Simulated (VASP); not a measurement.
**MgCdO: single point with PBE**

MgCdO:

```xyz
3
Lattice="3.1669 0.0000 0.0000 0.0000 3.1669 0.0000 0.0000 0.0000 4.4485" Properties=species:S:1:pos:R:3 pbc="T T T"
Mg    1.5834    1.5834    2.2242
Cd    0.0000    0.0000    0.0000
O     1.5834    1.5834    0.0000
```

The cell was built from a structure type or drawn by symmetry, and may not be a known phase.

| Item | Value |
| --- | --- |
| Program | VASP 6.6.1 |
| Task | single point |
| Functional | PBE |
| Potentials or basis | VASP PAW PBE potentials, release 64 (Mg_sv, Cd_sv_GW, O) |
| Cutoff | 750 eV |
| k mesh | 6 × 6 × 4 |
| Occupations | gaussian, width 0.1 eV |
| Spin | no spin polarisation |

```json
{
 "Pressure": "11.5 GPa",
 "Band gap on the k mesh": "zero (bands 18 and 19 overlap by 3.15 eV)"
}
```

Stress tensor (GPa, compression positive):
```
19.67  0.00  0.00
 0.00 19.67  0.00
 0.00  0.00 -4.72
```

Levels at points of the mesh, in eV from the Fermi level:
| k point | band 15 | band 16 | band 17 | band 18 | band 19 | band 20 | band 21 | band 22 |
| --- | --- | --- | --- | --- | --- | --- | --- | --- |
| (0.00, 0.00, 0.00) | -5.88 | -4.90 | -4.44 | -4.44 | 3.06 | 3.45 | 7.35 | 8.74 |
| (0.50, 0.00, 0.00) | -6.55 | -4.30 | -2.03 | -0.90 | 0.27 | 2.47 | 7.14 | 7.59 |
| (0.50, 0.50, 0.00) | -6.38 | -6.38 | -4.70 | -0.33 | 2.28 | 2.28 | 5.20 | 6.67 |
| (0.00, 0.00, 0.50) | -7.40 | -4.43 | -4.43 | -1.99 | -1.73 | 7.50 | 9.16 | 9.16 |
| (0.50, 0.00, 0.50) | -6.12 | -4.75 | -2.23 | -2.03 | 1.66 | 3.09 | 3.69 | 10.92 |
| (0.50, 0.50, 0.50) | -6.26 | -6.26 | -5.05 | 1.42 | 1.48 | 2.15 | 2.15 | 6.79 |

It took 56 s on 1 thread of Intel(R) Xeon(R) Platinum 8488C (Sapphire Rapids), on a shared host, peak memory 0.23 GiB.

Caveat: the cell stands under pressure.
